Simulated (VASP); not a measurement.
Input of a VASP 6.6.1 run:

Contents of INCAR:

```
SYSTEM = Mo
PREC = Accurate ; ENCUT = 600
EDIFF = 1E-7 ; ISMEAR = -1
SIGMA = 0.1 ; LREAL = .FALSE.
LASPH = .TRUE. ; NELM = 80
ALGO = Normal ; ISIF = 3
LWAVE = .FALSE. ; LCHARG = .FALSE.
GGA = CA ; IBRION = 2
NSW = 80 ; EDIFFG = -0.01
```

The input KPOINTS:

```
regular mesh
0
G
  14 14 14
  0 0 0
```

POSCAR

```
Mo
1.0
    0.0000000000      1.9826747602      1.9826747602
    1.9826747602      0.0000000000      1.9826747602
    1.9826747602      1.9826747602      0.0000000000
Mo
1
Direct
    0.0000000000      0.0000000000      0.0000000000
```

Potentials or basis: VASP PAW LDA potentials, release 64 (Mo_sv).

Run with:

```bash
$ cat potpaw_LDA.64/Mo_sv/POTCAR > POTCAR
$ mpirun -np 1 vasp_std > vasp.out
```

Q: Predict the space group after relaxing (to 0.05 Å).

A: Fm-3m (No. 225).

Q: Estimate the band gap on the k mesh.

A: Zero (band 7 reaches 16.61 eV, above the bottom of band 8 at 11.58 eV).

Q: Estimate the relaxed cell.

A: a = 2.787 Å, b = 2.787 Å, c = 2.787 Å, α = 60.00°, β = 60.00°, γ = 60.00°.

Q: Estimate the relaxed volume.

A: 15.31 Å³/atom.

Final structure:
```cif
data_structure
_symmetry_space_group_name_H-M 'P 1'
_symmetry_Int_Tables_number 1
_cell_length_a 2.7872
_cell_length_b 2.7872
_cell_length_c 2.7872
_cell_angle_alpha 60.000
_cell_angle_beta 60.000
_cell_angle_gamma 60.000
_cell_volume 15.31
loop_
_atom_site_label
_atom_site_type_symbol
_atom_site_fract_x
_atom_site_fract_y
_atom_site_fract_z
_atom_site_occupancy
Mo1 Mo 0.00000 0.00000 0.00000 1
```
